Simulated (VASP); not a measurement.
# ZnSnN2 (P-4m2) in VASP: further runs, part 2 of 2

VASP 6.6.1. Earlier steps stand in the parts before.

## (4) Single point, PBEsol

File INCAR:

```
SYSTEM = ZnSnN2
  ALGO = Normal
  EDIFF = 1E-7
  ENCUT = 520
  GGA = PS
  ISIF = 2
  ISMEAR = -1
  LASPH = .TRUE.
  LCHARG = .TRUE.
  LELF = .TRUE.
  LREAL = .FALSE.
  LVHAR = .TRUE.
  LWAVE = .FALSE.
  NBANDS = 26
  NELM = 80
  PREC = Accurate
  SIGMA = 0.02
```

File KPOINTS:

```
Automatic mesh
0
Gamma
  6 6 4
  0.5 0.5 0.5
```

File POSCAR:

```
ZnSnN2
1.0
    3.3820201408      0.0000000000      0.0000000000
    0.0000000000      3.3820201408      0.0000000000
    0.0000000000      0.0000000000      4.6996405323
Zn N Sn
1 2 1
Direct
    0.0000000000      0.0000000000      0.0000000000
    0.0000000000      0.5000000000      0.2448435869
    0.5000000000      0.0000000000      0.7551564131
    0.5000000000      0.5000000000      0.5000000000
```

Potentials or basis: VASP PAW PBE potentials, release 64 (Zn, N, Sn_d).

Launch:

```bash
> cat potpaw_PBE.64/Zn/POTCAR potpaw_PBE.64/N/POTCAR potpaw_PBE.64/Sn_d/POTCAR > POTCAR
> mpirun -np 1 vasp_std > vasp.out
```

OUTCAR:

```text
SYSTEM = ZnSnN2
   EDIFF = 1E-7
   ENCUT = 520
   GGA = PS
   ISIF = 2
   ISMEAR = -1
   LASPH = .TRUE.
   LREAL = .FALSE.
   NELM = 80
   PREC = Accurate

 ion  position               nearest neighbor table
   1  0.000  0.000  0.000-   2 2.05   3 2.05   2 2.05   3 2.05   4 3.35   4 3.35   4 3.35   4 3.35
                             4 3.35   4 3.35   4 3.35   4 3.35
   2  0.000  0.500  0.245-   1 2.05   1 2.05   4 2.07   4 2.07
   3  0.500  0.000  0.755-   1 2.05   1 2.05   4 2.07   4 2.07
[... 536 lines left out ...]
  Direction    XX          YY          ZZ          XY          YZ          ZX
  --------------------------------------------------------------------------------------
  -------------------------------------------------------------------------------------
  Total       -0.1472578     -0.1472578     -0.0787205      0.0000000      0.0000000     -0.0000000
  in kB       -4.3890644     -4.3890644     -2.3462888      0.0000000      0.0000000     -0.0000000
  external PRESSURE =      -3.7081392 kB  Pullay stress =       0.0000000 kB

 VOLUME and BASIS-vectors are now :
 -----------------------------------------------------------------------------
  energy-cutoff  :      520.00
  volume of cell :       53.75
      direct lattice vectors                 reciprocal lattice vectors
     3.382020141  0.000000000  0.000000000     0.295681267  0.000000000  0.000000000
     0.000000000  3.382020141  0.000000000     0.000000000  0.295681267  0.000000000
     0.000000000  0.000000000  4.699640532     0.000000000  0.000000000  0.212782232

 POSITION                                       TOTAL-FORCE (eV/Angst)
 -----------------------------------------------------------------------------------
      0.00000      0.00000      0.00000         0.000000     -0.000000      0.000000
      0.00000      1.69101      1.15068         0.000000     -0.000000     -0.150823
      1.69101      0.00000      3.54896        -0.000000     -0.000000      0.150823
      1.69101      1.69101      2.34982         0.000000      0.000000      0.000000
 -----------------------------------------------------------------------------------
    total drift:                                0.000000      0.000000      0.000000

  FREE ENERGIE OF THE ION-ELECTRON SYSTEM (eV)
  ---------------------------------------------------
  free  energy   TOTEN  =       -23.2045585888 eV

  energy  without entropy=      -23.2045585888  energy(sigma->0) =      -23.20455859
```

OSZICAR:

```text
N       E                     dE             d eps       ncg     rms          rms(c)
DAV:   1     0.314556460749E+03    0.31456E+03   -0.18437E+04   644   0.213E+03
DAV:   2     0.141861491597E+02   -0.30037E+03   -0.28447E+03   648   0.474E+02
DAV:   3    -0.254359901925E+02   -0.39622E+02   -0.39044E+02   710   0.157E+02
DAV:   4    -0.268389971009E+02   -0.14030E+01   -0.13957E+01   710   0.317E+01
DAV:   5    -0.268633999706E+02   -0.24403E-01   -0.24397E-01   736   0.440E+00    0.126E+01
DAV:   6    -0.230465031203E+02    0.38169E+01   -0.70857E+00   984   0.696E+01    0.676E+00
DAV:   7    -0.232712979798E+02   -0.22479E+00   -0.30776E+00   628   0.129E+01    0.401E+00
DAV:   8    -0.232376455723E+02    0.33652E-01   -0.40323E-01   818   0.549E+00    0.131E+00
DAV:   9    -0.232038051806E+02    0.33840E-01   -0.78978E-02   934   0.364E+00    0.337E-01
DAV:  10    -0.232044541170E+02   -0.64894E-03   -0.13987E-02   648   0.754E-01    0.184E-01
DAV:  11    -0.232045863736E+02   -0.13226E-03   -0.56501E-04   688   0.212E-01    0.642E-02
DAV:  12    -0.232045575902E+02    0.28783E-04   -0.67800E-05   866   0.809E-02    0.107E-02
DAV:  13    -0.232045600256E+02   -0.24354E-05   -0.13041E-05   838   0.385E-02    0.984E-03
DAV:  14    -0.232045586647E+02    0.13608E-05   -0.38772E-06   926   0.248E-02    0.284E-03
DAV:  15    -0.232045585888E+02    0.75925E-07   -0.83357E-07   680   0.796E-03
   1 F= -.23204559E+02 E0= -.23204559E+02  d E =-.189021E-12
```

stdout:

```text
POSCAR found type information on POSCAR ZnN Sn
 POSCAR found :  3 types and       4 ions
 scaLAPACK will be used
 -----------------------------------------------------------------------------
|                                                                             |
|                                                                             |
|     You enforced a specific xc type in the INCAR file but a different       |
|     I HOPE YOU KNOW WHAT YOU ARE DOING!                                     |
|                                                                             |
 -----------------------------------------------------------------------------

 LDA part: xc-table for (Slater+PW92), standard interpolation
 POSCAR, INCAR and KPOINTS ok, starting setup
 FFT: planning ... GRIDC
 FFT: planning ... GRID_SOFT
 FFT: planning ... GRID
 WAVECAR not read
 entering main loop
```

Run time: 17 s. Hardware: 1 thread of Intel Xeon Platinum 8375C at 2.90GHz (Ice Lake), shared host; peak memory 0.17 GiB.

What came out:

* Free energy: -23.2046 eV
* Pressure: -0.4 GPa
* Largest force: 0.151 eV/Å
* Band gap on the k mesh: 1.39 eV, direct

Forces in eV/Å, atoms in the order of the input:
```
Zn   0.000  0.000  0.000
N    0.000  0.000 -0.151
N    0.000  0.000  0.151
Sn   0.000  0.000  0.000
```

Caveat: the PAW data sets were made with another functional, which shifts forces and pressure a little; spin-orbit coupling is left out, which moves the levels of the heavy elements.

## (5) Single point, PBEsol

File INCAR:

```
SYSTEM = ZnSnN2
PREC     = Accurate       ! precision mode
ENCUT    = 520            ! plane-wave cutoff, eV
EDIFF    = 1E-6           ! SCF threshold, eV
ISMEAR   = 1              ! smearing method
SIGMA    = 0.5            ! smearing width, eV
LREAL    = .FALSE.        ! projectors in reciprocal space
LASPH    = .TRUE.         ! aspherical terms in the spheres
NELM     = 100            ! most SCF steps
ALGO     = Normal         ! electronic algorithm
ISIF     = 2              ! what is computed and relaxed
LWAVE    = .FALSE.        ! write WAVECAR
LCHARG   = .FALSE.        ! write CHGCAR
GGA      = PS             ! functional
NBANDS   = 26             ! bands
```

File KPOINTS:

```
Automatic mesh
0
G
  6 6 4
  0 0 0
```

POSCAR is that of step 4.

Launch:

```bash
> cat potpaw_PBE.64/Zn/POTCAR potpaw_PBE.64/N/POTCAR potpaw_PBE.64/Sn_d/POTCAR > POTCAR
> mpirun -np 1 vasp_std > vasp.out
```

Run time: 35 s. Hardware: 1 thread of Intel Xeon Platinum 8375C at 2.90GHz (Ice Lake), shared host; peak memory 0.2 GiB.

The run converged. Its results:

```
Free energy            : -23.1855 eV
Pressure               : -0.4 GPa
Largest force          : 0.164 eV/Å
Band gap on the k mesh : zero (filled and empty bands touch)
```

Forces on the atoms (eV/Å):
```
Zn   0.000  0.000  0.000
N    0.000  0.000 -0.164
N    0.000  0.000  0.164
Sn   0.000  0.000  0.000
```

Stress tensor (GPa, compression positive):
```
-0.43  0.00  0.00
 0.00 -0.43  0.00
 0.00  0.00 -0.32
```

Levels at points of the mesh, in eV from the Fermi level:
| k point | band 14 | band 15 | band 16 | band 17 | band 18 | band 19 | band 20 | band 21 | band 22 | band 23 |
| --- | --- | --- | --- | --- | --- | --- | --- | --- | --- | --- |
| (0.00, 0.00, 0.00) | -3.07 | -3.07 | -0.10 | -0.07 | -0.06 | -0.06 | 2.50 | 5.94 | 8.88 | 8.88 |
| (0.50, 0.00, 0.00) | -4.35 | -3.14 | -2.78 | -1.82 | -0.63 | 3.71 | 5.41 | 5.91 | 7.05 | 8.32 |
| (0.50, 0.50, 0.00) | -4.34 | -3.55 | -2.66 | -2.66 | -2.01 | 2.64 | 2.64 | 4.95 | 7.02 | 9.75 |
| (0.00, 0.00, 0.50) | -2.92 | -2.19 | -2.19 | -1.03 | -1.03 | 2.69 | 3.14 | 6.61 | 7.04 | 9.36 |
| (0.50, 0.00, 0.50) | -5.06 | -1.82 | -1.26 | -0.74 | -0.56 | 2.40 | 4.05 | 6.73 | 7.12 | 8.33 |
| (0.50, 0.50, 0.50) | -4.04 | -3.69 | -3.69 | -3.40 | -2.96 | 5.11 | 5.11 | 5.71 | 8.48 | 9.12 |

Caveat: the PAW data sets were made with another functional, which shifts forces and pressure a little; spin-orbit coupling is left out, which moves the levels of the heavy elements.

## (6) Summary

| k mesh | smearing | gap on the mesh (eV) | pressure (GPa) | largest force (eV/Å) |
| --- | --- | --- | --- | --- |
| 8 × 8 × 1 | fermi-dirac 0.02 eV | 0.03 | 0.4 | 0.38 |
| 6 × 6 × 4 | fermi-dirac 0.02 eV | none | -0.3 | 0.16 |
| 6 × 6 × 4, shifted | fermi-dirac 0.02 eV | 1.39 | -0.4 | 0.15 |
| 6 × 6 × 4 | methfessel-paxton 0.5 eV | none | -0.4 | 0.16 |

Alike in all rows: task single point; level PBEsol; potentials or basis VASP PAW PBE potentials, release 64 (Zn, N, Sn_d); no spin polarisation; cell as given; cutoff (eV) 520.

Caveats: some runs use coarse meshes; the PAW data sets were made with another functional, which shifts forces and pressure a little; spin-orbit coupling is left out, which moves the levels of the heavy elements.

Absolute energies hang on the potentials; compare differences alone.
